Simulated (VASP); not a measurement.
Crystal: TiAl (vib).

```
Ti Al
1.0
     3.17906    0.00000    0.00000
     0.00000    3.17906    0.00000
     0.00000    0.00000    3.17906
Ti Al
1 1
Direct
  0.00000 0.00000 0.00000
  0.50000 0.50000 0.50000
```

* Program: VASP 6.6.1
* Task: relaxation of cell and atoms
* Functional: LDA
* Potentials or basis: VASP PAW LDA potentials, release 64 (Ti_sv, Al)
* Cutoff: 600 eV
* k mesh: 10 × 10 × 10
* Occupations: gaussian, width 0.1 eV
* Spin: no spin polarisation

At the start: pressure -5.8 GPa; volume 16.06 Å³/atom.

How do energy, volume and symmetry change on relaxing?

Over 3 steps the energy falls by 15.0 meV/atom and the volume is 15.27 Å³/atom (-4.9 %); space group Pm-3m (No. 221, to 0.05 Å).

Step by step:
```
step  energy change (eV)  largest force (eV/Å)  pressure (GPa)  volume (Å³)
   1              0.0000                0.0000           -5.84        32.13
   2             -0.0150                0.0000            4.63        29.48
   3             -0.0299                0.0000           -0.01        30.55
```

Final structure:
```xyz
2
Lattice="3.1259 0.0000 0.0000 0.0000 3.1259 0.0000 0.0000 0.0000 3.1259" Properties=species:S:1:pos:R:3 pbc="T T T"
Ti    0.0000    0.0000    0.0000
Al    1.5630    1.5630    1.5630
```
